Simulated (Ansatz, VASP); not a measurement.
One calculation of ZnO, two programs

INCAR

```
ALGO = Normal
EDIFF = 1E-6
ENCUT = 910
GGA = PE
GGA_COMPAT = False
ISIF = 2
ISMEAR = 0
LASPH = True
LCHARG = True
LELF = True
LREAL = False
LVHAR = True
LWAVE = False
NBANDS = 26
NELM = 120
PREC = Accurate
SIGMA = 0.028000000000000004
```

The input KPOINTS:

```
k-points
0
Gamma
  9 9 5
```

File POSCAR:

```
ZnO
1.0
    3.2493080000      0.0000000000      0.0000000000
   -1.6246540000      2.8139832727      0.0000000000
    0.0000000000      0.0000000000      5.2057090000
Zn O
2 2
Direct
    0.6666666667      0.3333333333      0.0000000000
    0.3333333333      0.6666666667      0.5000000000
    0.3333333333      0.6666666667      0.8790100000
    0.6666666667      0.3333333333      0.3790100000
```

Contents of input.yaml:

```yaml
crystal:
  lattice:
    - [3.249308, 0.0, 0.0]
    - [-1.624654, 2.8139832727, 0.0]
    - [0.0, 0.0, 5.205709]
  atoms:
    - { symbol: Zn, position: [0.6666666667, 0.3333333333, 0.0] }
    - { symbol: Zn, position: [0.3333333333, 0.6666666667, 0.5] }
    - { symbol: O, position: [0.3333333333, 0.6666666667, 0.87901] }
    - { symbol: O, position: [0.6666666667, 0.3333333333, 0.37901] }
hamiltonian:
  xc: pbe
  pseudopotentials: { kind: paw }
kpoints:
  mp_grid: { grid: [9, 9, 5] }
scf:
  occupations: { method: gaussian, width: 0.028 }
output:
  forces: true
  stress: true
  eigenvalues: true
```

Alike in both runs: task single point; functional PBE; k mesh 9 × 9 × 5; occupations gaussian, width 0.028 eV; no spin polarisation.

|  | VASP | Ansatz |
| --- | --- | --- |
| version | VASP 6.6.1 | Ansatz 0.2.0 |
| potentials or method | VASP PAW PBE potentials, release 64 (Zn, O_h) | Ansatz PAW |
| plane-wave cutoff (eV) | 910 | 420 |
| valence electrons in the cell | 36 | 36 |

```tsv
	VASP	Ansatz	Ansatz less VASP
gap on the k mesh at the Fermi level (eV)	0.79	0.80	+0.013
least direct gap on the mesh (eV)	0.79	0.80	+0.013
rms of the force components (eV/Å)	0.043	0.040	-0.0021
```

Atom by atom the forces differ by 0.002 eV/Å (rms over components).

Noted on VASP's run: the cutoff is short for stress, so the pressure is rough. Noted on Ansatz's run: odd divisions of the mesh miss points on the zone boundary, where band edges often lie, so the gap on the mesh can be too wide.
